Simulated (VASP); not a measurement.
# LiCl (P3m1) in VASP: notebook

The runs below take LiCl through single point, with PBEsol.

All numbers are computed with VASP 6.6.1; they aren't measurements. Logs are shortened: lines on timing, memory, paths and dates and some standing lists are left out, and cuts for length are marked.

## 1. The cell of the first run

Symmetry: P3m1, No. 156, trigonal system. Conventional cell: a = 3.861 Å, b = 3.861 Å, c = 15.604 Å, α = 90.00°, β = 90.00°, γ = 120.00°. Within 3.1 Å of Li (site symmetry 3m) lie 4 Cl at 2.35 to 2.36 Å. Li (site symmetry 3m) has 4 Cl at 2.35 Å within 3.1 Å. Li (site symmetry 3m) has 4 Cl at 2.35 to 2.36 Å within 3.1 Å. Within 3.1 Å of Li (site symmetry 3m) lie 4 Cl at 2.36 Å. Li (site symmetry 3m) has 4 Cl at 2.36 Å within 3.1 Å. Within 3.1 Å of Cl (site symmetry 3m) lie 4 Li at 2.35 Å. Cl (site symmetry 3m) has 4 Li at 2.35 Å within 3.1 Å. Cl (site symmetry 3m) has 4 Li at 2.36 Å within 3.1 Å.

## 2. Single point, PBEsol

Input file INCAR:

```
  PREC = Accurate
  ENCUT = 520
  EDIFF = 1E-6
  ISMEAR = 0
  SIGMA = 0.02
  LREAL = F
  LASPH = T
  NELM = 100
  ALGO = Normal
  ISIF = 2
  LWAVE = F
  LCHARG = F
  GGA = PS
  NBANDS = 36
```

Input file KPOINTS:

```
regular mesh
0
Gamma
  9 9 2
```

Input file POSCAR:

```
LiCl
1.0
    3.8614637028      0.0000000000      0.0000000000
   -1.9307318514      3.3441256624      0.0000000000
    0.0000000000      0.0000000000     15.6038779482
Li Cl
5 5
Direct
    0.0000000000      0.0000000000      0.0001825847
    0.3333333333      0.6666666667      0.1993661726
    0.0000000000      0.0000000000      0.3986156478
    0.6666666667      0.3333333333      0.5991845976
    0.3333333333      0.6666666667      0.7996848503
    0.0000000000      0.0000000000      0.1510210507
    0.3333333333      0.6666666667      0.3502787643
    0.0000000000      0.0000000000      0.5500534634
    0.6666666667      0.3333333333      0.7505584232
    0.3333333333      0.6666666667      0.9510544453
```

Potentials or basis: VASP PAW PBE potentials, release 64 (Li_sv, Cl).

Run with:

```bash
$ cat potpaw_PBE.64/Li_sv/POTCAR potpaw_PBE.64/Cl/POTCAR > POTCAR
$ mpirun -np 1 vasp_std > vasp.out
```

OUTCAR:

```text
PREC = Accurate
   ENCUT = 520
   EDIFF = 1E-6
   ISMEAR = 0
   LREAL = F
   LASPH = T
   NELM = 100
   ISIF = 2
   GGA = PS

 ion  position               nearest neighbor table
   1  0.000  0.000  0.000-   6 2.35  10 2.36  10 2.36  10 2.36
   2  0.333  0.667  0.199-   6 2.35   6 2.35   6 2.35   7 2.35
   3  0.000  0.000  0.399-   7 2.35   7 2.35   7 2.35   8 2.36
   4  0.667  0.333  0.599-   8 2.36   8 2.36   8 2.36   9 2.36
   5  0.333  0.667  0.800-   9 2.36   9 2.36   9 2.36  10 2.36
   6  0.000  0.000  0.151-   2 2.35   2 2.35   2 2.35   1 2.35
   7  0.333  0.667  0.350-   3 2.35   3 2.35   3 2.35   2 2.35
   8  0.000  0.000  0.550-   4 2.36   4 2.36   4 2.36   3 2.36
   9  0.667  0.333  0.751-   5 2.36   5 2.36   5 2.36   4 2.36
  10  0.333  0.667  0.951-   1 2.36   1 2.36   1 2.36   5 2.36

  LATTYP: Found a hexagonal cell.
 ALAT       =     3.8614637028
 C/A-ratio  =     4.0409231186

  Lattice vectors:

 A1 = (   3.8614637028,   0.0000000000,   0.0000000000)
 A2 = (  -1.9307318514,   3.3441256624,   0.0000000000)
 A3 = (   0.0000000000,   0.0000000000,  15.6038779482)

Analysis of symmetry for initial positions (statically):
=====================================================================
 Subroutine PRICEL returns:
 Original cell was already a primitive cell.

 Routine SETGRP: Setting up the symmetry group for a
 hexagonal supercell.

 Subroutine GETGRP returns: Found  6 space group operations
 (whereof  6 operations were pure point group operations)
 out of a pool of 24 trial point group operations.

The static configuration has the point symmetry C_3v.

Analysis of symmetry for dynamics (positions and initial velocities):
=====================================================================
 Subroutine PRICEL returns:
 Original cell was already a primitive cell.

 Routine SETGRP: Setting up the symmetry group for a
 hexagonal supercell.

 Subroutine GETGRP returns: Found  6 space group operations
 (whereof  6 operations were pure point group operations)
 out of a pool of 24 trial point group operations.

The dynamic configuration has the point symmetry C_3v.

 Subroutine INISYM returns: Found  6 space group operations
 (whereof  6 operations are pure point group operations),
 and found     1 'primitive' translations

----------------------------------------------------------------------------------------

                                     Primitive cell

  volume of cell :     201.4963

  direct lattice vectors                    reciprocal lattice vectors
     3.861463703  0.000000000  0.000000000     0.258969157  0.149515913  0.000000000
    -1.930731851  3.344125662  0.000000000     0.000000000  0.299031825  0.000000000
     0.000000000  0.000000000 15.603877948     0.000000000  0.000000000  0.064086633

  length of vectors
     3.861463703  3.861463703 15.603877948     0.299031825  0.299031825  0.064086633

  position of ions in fractional coordinates (direct lattice)
     0.000000000  0.000000000  0.000182585
     0.333333333  0.666666667  0.199366173
     0.000000000  0.000000000  0.398615648
     0.666666667  0.333333333  0.599184598
     0.333333333  0.666666667  0.799684850
     0.000000000  0.000000000  0.151021051
     0.333333333  0.666666667  0.350278764
     0.000000000  0.000000000  0.550053463
     0.666666667  0.333333333  0.750558423
     0.333333333  0.666666667  0.951054445

  ion indices of the primitive-cell ions
   primitive index   ion index
                 1           1
                 2           2
                 3           3
                 4           4
                 5           5
                 6           6
                 7           7
                 8           8
                 9           9
                10          10

----------------------------------------------------------------------------------------

 KPOINTS: regular mesh

Automatic generation of k-mesh.
 Grid dimensions read from file:
 generate k-points for:    9    9    2

 Generating k-lattice:

  Cartesian coordinates                     Fractional coordinates (reciprocal lattice)
     0.028774351  0.016612879  0.000000000     0.111111111  0.000000000  0.000000000
     0.000000000  0.033225758  0.000000000     0.000000000  0.111111111  0.000000000
     0.000000000  0.000000000  0.032043317     0.000000000  0.000000000  0.500000000

  Length of vectors
     0.033225758  0.033225758  0.032043317

  Shift w.r.t. Gamma in fractional coordinates (k-lattice)
     0.000000000  0.000000000  0.000000000

 Subroutine IBZKPT returns following result:
 ===========================================

 Found     24 irreducible k-points:

 Following reciprocal coordinates:
            Coordinates               Weight
  0.000000  0.000000  0.000000      1.000000
  0.111111  0.000000  0.000000      6.000000
  0.222222  0.000000  0.000000      6.000000
  0.333333  0.000000  0.000000      6.000000
  0.444444  0.000000  0.000000      6.000000
  0.111111  0.111111  0.000000      6.000000
[... 16 lines left out ...]
  0.333333  0.222222  0.500000     12.000000
  0.333333  0.333333  0.500000      2.000000
   k-points           NKPTS =     24   k-points in BZ     NKDIM =     24   number of bands    NBANDS=     36
   number of dos      NEDOS =    301   number of ions     NIONS =     10
   total plane-waves  NPLWV = 108000
   dimension x,y,z NGX =    30 NGY =   30 NGZ =  120
   dimension x,y,z NGXF=    60 NGYF=   60 NGZF=  240
   ions per type =               5   5
   NGX,Y,Z   is equivalent  to a cutoff of  12.92, 12.92, 12.78 a.u.
   NGXF,Y,Z  is equivalent  to a cutoff of  25.83, 25.83, 25.57 a.u.
 SYSTEM =  unknown system
   PREC   = accura    normal or accurate (medium, high low for compatibility)
   ISTART =      0    job   : 0-new  1-cont  2-samecut
   ICHARG =      2    charge: 1-file 2-atom 10-const
   ISPIN  =      1    spin polarized calculation?
   LNONCOLLINEAR =      F non collinear calculations
   LSORBIT =      F    spin-orbit coupling
   LASPH  =      T    aspherical Exc in radial PAW
   ENCUT  =  520.0 eV  38.22 Ry    6.18 a.u.   7.18  7.18 29.01*2*pi/ulx,y,z
   NELM   =    100;   NELMIN=  2; NELMDL= -5     # of ELM steps
   EDIFF  = 0.1E-05   stopping-criterion for ELM
   LREAL  =      F    real-space projection
   EDIFFG = 0.1E-04   stopping-criterion for IOM
   NSW    =      0    number of steps for IOM
   IBRION =     -1    ionic relax: 0-MD 1-quasi-New 2-CG
   NFREE  =      0    steps in history (QN), initial steepest desc. (CG)
   ISIF   =      2    stress and relaxation
   ISYM   =      2    0-nonsym 1-usesym 2-fastsym
   POTIM  = 0.5000    time-step for ionic-motion
   TEBEG  =    0.0;   TEEND  =   0.0 temperature during run
   PSTRESS=    0.0 pullay stress
   NELECT =      50.0000    total number of electrons
   NUPDOWN=      -1.0000    fix difference up-down
   EMIN   =  10.00;   EMAX   =-10.00  energy-range for DOS
   EFERMI =   0.00;   METHOD = LEGACY
   ISMEAR =     0;   SIGMA  =   0.02  broadening in eV -4-tet -1-fermi 0-gaus
   EFERMI_NEDOS =   21; number of points for ismear=-14 and -15
   IALGO  =     38    algorithm
   IMIX   =      4    mixing-type and parameters
     AMIX     =   0.40;   BMIX     =  1.00
     AMIX_MAG =   1.60;   BMIX_MAG =  1.00
  volume/ion in A,a.u.               =      20.15       135.98
  Fermi-wavevector in a.u.,A,eV,Ry     =   1.028748  1.944052 14.399360  1.058323
  Thomas-Fermi vector in A             =   2.162761
   LORBIT       =      0    0 simple, 1 ext, 2 COOP (PROOUT), +10 PAW based schemes
   GGA     = PS    functional components
   LHFCALC =     F    Hartree Fock is set to
   AEXX    =    0.0000 exact exchange contribution
   IVDW    =     0    specifies the selected vdW correction
   LEPSILON=     F    determine dielectric tensor
   LRPA    =     F    only Hartree local field effects (RPA)
 non-spin polarized calculation
 Gauss-broadening in eV      SIGMA  =   0.02
  energy-cutoff  :      520.00
  volume of cell :      201.50
 maximum number of plane-waves:      5457
 NGX is ok and might be reduce to    30
   NGX = 15   NGY = 15   NGZ = 59

 number of electron      49.9999953 magnetization

 Free energy of the ion-electron system (eV)
  ---------------------------------------------------
  ext. energy  EPLUGINS =         0.00000000
  ---------------------------------------------------
  free energy    TOTEN  =       -38.00584418 eV

  energy without entropy =      -38.00584418  energy(sigma->0) =      -38.00584418

 E-fermi :  -0.9481     XC(G=0):  -7.9624

 val. band max:       -1.0755908174   @ k =   0.0000   0.0000   0.0000
 cond. band min:       4.7902164175   @ k =   0.0000   0.0000   0.0000
 fundamental gap:      5.8658072349
 Fermi energy:        -0.9480736760

 k-point     1 :       0.0000    0.0000    0.0000
  band No.  band energies     occupation
      1     -43.2750      2.00000
      2     -43.2702      2.00000
      3     -43.2406      2.00000
      4     -43.2395      2.00000
      5     -43.2208      2.00000
      6     -13.8620      2.00000
[... 28 lines left out ...]
     35       9.1318      0.00000
     36       9.1391      0.00000

 k-point     2 :       0.1111    0.0000    0.0000
  band No.  band energies     occupation
      1     -43.2748      2.00000
      2     -43.2701      2.00000
      3     -43.2405      2.00000
      4     -43.2394      2.00000
      5     -43.2207      2.00000
      6     -13.8322      2.00000
[... 28 lines left out ...]
     35       9.1228      0.00000
     36       9.2053      0.00000

 k-point     3 :       0.2222    0.0000    0.0000
  band No.  band energies     occupation
      1     -43.2745      2.00000
      2     -43.2697      2.00000
      3     -43.2401      2.00000
      4     -43.2390      2.00000
      5     -43.2203      2.00000
      6     -13.7526      2.00000
[... 28 lines left out ...]
     35       9.2591      0.00000
     36       9.3899      0.00000

 k-point     4 :       0.3333    0.0000    0.0000
  band No.  band energies     occupation
      1     -43.2741      2.00000
      2     -43.2693      2.00000
      3     -43.2397      2.00000
      4     -43.2386      2.00000
      5     -43.2199      2.00000
      6     -13.6514      2.00000
[... 28 lines left out ...]
     35       9.2717      0.00000
     36       9.4528      0.00000

 k-point     5 :       0.4444    0.0000    0.0000
  band No.  band energies     occupation
      1     -43.2738      2.00000
      2     -43.2691      2.00000
      3     -43.2395      2.00000
      4     -43.2384      2.00000
      5     -43.2197      2.00000
      6     -13.5718      2.00000
[... 655 lines left out ...]
 k-point    22 :       0.2222    0.2222    0.5000
  band No.  band energies     occupation
      1     -43.2739      2.00000
      2     -43.2692      2.00000
      3     -43.2395      2.00000
      4     -43.2384      2.00000
      5     -43.2198      2.00000
      6     -13.5986      2.00000
[... 28 lines left out ...]
     35       9.1938      0.00000
     36       9.5797      0.00000

 k-point    23 :       0.3333    0.2222    0.5000
  band No.  band energies     occupation
      1     -43.2737      2.00000
      2     -43.2690      2.00000
      3     -43.2394      2.00000
      4     -43.2383      2.00000
      5     -43.2196      2.00000
      6     -13.5349      2.00000
[... 28 lines left out ...]
     35       9.1844      0.00000
     36       9.9119      0.00000

 k-point    24 :       0.3333    0.3333    0.5000
  band No.  band energies     occupation
      1     -43.2736      2.00000
      2     -43.2690      2.00000
      3     -43.2393      2.00000
      4     -43.2382      2.00000
      5     -43.2195      2.00000
      6     -13.5001      2.00000
[... 28 lines left out ...]
     35       8.8201      0.00000
     36      10.3207      0.00000

------------------------ aborting loop because EDIFF is reached ----------------------------------------

  FORCE on cell =-STRESS in cart. coord.  units (eV):
  Direction    XX          YY          ZZ          XY          YZ          ZX
  --------------------------------------------------------------------------------------
  -------------------------------------------------------------------------------------
  Total       -0.0558664     -0.0558664     -0.0472521     -0.0000000      0.0000000      0.0000000
  in kB       -0.4442163     -0.4442163     -0.3757206     -0.0000000      0.0000000      0.0000000
  external PRESSURE =      -0.4213844 kB  Pullay stress =       0.0000000 kB

 VOLUME and BASIS-vectors are now :
 -----------------------------------------------------------------------------
  energy-cutoff  :      520.00
  volume of cell :      201.50
      direct lattice vectors                 reciprocal lattice vectors
     3.861463703  0.000000000  0.000000000     0.258969157  0.149515913  0.000000000
    -1.930731851  3.344125662  0.000000000     0.000000000  0.299031825  0.000000000
     0.000000000  0.000000000 15.603877948     0.000000000  0.000000000  0.064086633

 POSITION                                       TOTAL-FORCE (eV/Angst)
 -----------------------------------------------------------------------------------
      0.00000      0.00000      0.00285        -0.000000      0.000000      0.001620
     -0.00000      2.22942      3.11089        -0.000000      0.000000      0.000534
      0.00000      0.00000      6.21995        -0.000000      0.000000      0.001621
      1.93073      1.11471      9.34960         0.000000      0.000000      0.003381
     -0.00000      2.22942     12.47818         0.000000     -0.000000      0.002940
      0.00000      0.00000      2.35651        -0.000000      0.000000      0.000538
     -0.00000      2.22942      5.46571         0.000000      0.000000     -0.001801
      0.00000      0.00000      8.58297        -0.000000      0.000000     -0.003869
      1.93073      1.11471     11.71162         0.000000      0.000000     -0.003407
     -0.00000      2.22942     14.84014         0.000000     -0.000000     -0.001556
 -----------------------------------------------------------------------------------
    total drift:                                0.000000     -0.000000     -0.000399

  FREE ENERGIE OF THE ION-ELECTRON SYSTEM (eV)
  ---------------------------------------------------
  free  energy   TOTEN  =       -38.0058441788 eV

  energy  without entropy=      -38.0058441788  energy(sigma->0) =      -38.00584418
```

It took 88 s on 1 thread of Intel Xeon 6975P-C (Granite Rapids), shared host; peak memory 0.37 GiB.

Results:

```yaml
Free_energy: -38.0058 eV
Largest_force: 0.004 eV/Å
Band_gap_on_the_k_mesh: 5.87 eV, direct
```

Forces in eV/Å, atoms in the order of the input:
```
Li   0.000  0.000  0.002
Li   0.000  0.000  0.001
Li   0.000  0.000  0.002
Li   0.000  0.000  0.003
Li   0.000  0.000  0.003
Cl   0.000  0.000  0.001
Cl   0.000  0.000 -0.002
Cl   0.000  0.000 -0.004
Cl   0.000  0.000 -0.003
Cl   0.000  0.000 -0.002
```

Caveat: the cutoff is under 1.25 times the usual one of these potentials, so pressure, stress and relaxed cells hold a basis-set (Pulay) error; the PAW data sets were made with another functional, which shifts forces and pressure a little.

## 3. Single point, PBEsol

Input file INCAR:

```
PREC = Accurate
ENCUT = 520
EDIFF = 1E-6
ISMEAR = 0
SIGMA = 0.02
LREAL = False
LASPH = True
NELM = 60
ALGO = Normal
ISIF = 2
LWAVE = False
LCHARG = False
GGA = PS
NBANDS = 36
```

Input file KPOINTS:

```
Automatic mesh
0
Gamma
  9 9 2
```

Input file POSCAR:

```
LiCl
1.0
    3.8614262005      0.0000000000      0.0000000000
   -1.9307131003      3.3440931844      0.0000000000
    0.0000000000      0.0000000000     15.6044925408
Li Cl
5 5
Direct
    0.0000000000      0.0000000000     -0.0006256979
    0.3333333333      0.6666666667      0.1986200474
    0.6666666667      0.3333333333      0.3991844685
    0.0000000000      0.0000000000      0.5996828371
    0.3333333333      0.6666666667      0.8001846983
    0.0000000000      0.0000000000      0.1502775245
    0.3333333333      0.6666666667      0.3500531613
    0.6666666667      0.3333333333      0.5505571240
    0.0000000000      0.0000000000      0.7510510566
    0.3333333333      0.6666666667      0.9510147801
```

Potentials or basis: VASP PAW PBE potentials, release 64 (Li_sv, Cl).

Run with:

```bash
$ cat potpaw_PBE.64/Li_sv/POTCAR potpaw_PBE.64/Cl/POTCAR > POTCAR
$ mpirun -np 1 vasp_std > vasp.out
```

Run time: 89 s. Hardware: 1 thread of Intel Xeon 6975P-C (Granite Rapids), shared host; peak memory 0.36 GiB.

The run converged. Its results:

* Free energy: -38.0058 eV
* Largest force: 0.004 eV/Å
* Band gap on the k mesh: 5.87 eV, direct

Forces in eV/Å, atoms in the order of the input:
```
Li   0.000  0.000  0.000
Li   0.000  0.000  0.002
Li   0.000  0.000  0.004
Li   0.000  0.000  0.003
Li   0.000  0.000  0.001
Cl   0.000  0.000 -0.002
Cl   0.000  0.000 -0.004
Cl   0.000  0.000 -0.004
Cl   0.000  0.000 -0.002
Cl   0.000  0.000  0.001
```

Levels at points of the mesh, in eV from the valence-band top:
```tsv
k point	band 21	band 22	band 23	band 24	band 25	band 26	band 27	band 28	band 29	band 30
(0.00, 0.00, 0.00)	-0.16	-0.16	-0.04	-0.04	0.00	5.87	6.81	6.82	8.00	8.06
(0.00, 0.00, 0.50)	-0.25	-0.09	-0.09	-0.06	-0.06	6.13	6.17	7.52	7.54	8.20
```

Caveat: the cutoff is under 1.25 times the usual one of these potentials, so pressure, stress and relaxed cells hold a basis-set (Pulay) error; the PAW data sets were made with another functional, which shifts forces and pressure a little. PBEsol gaps usually lie below the measured ones, often by a third to a half.
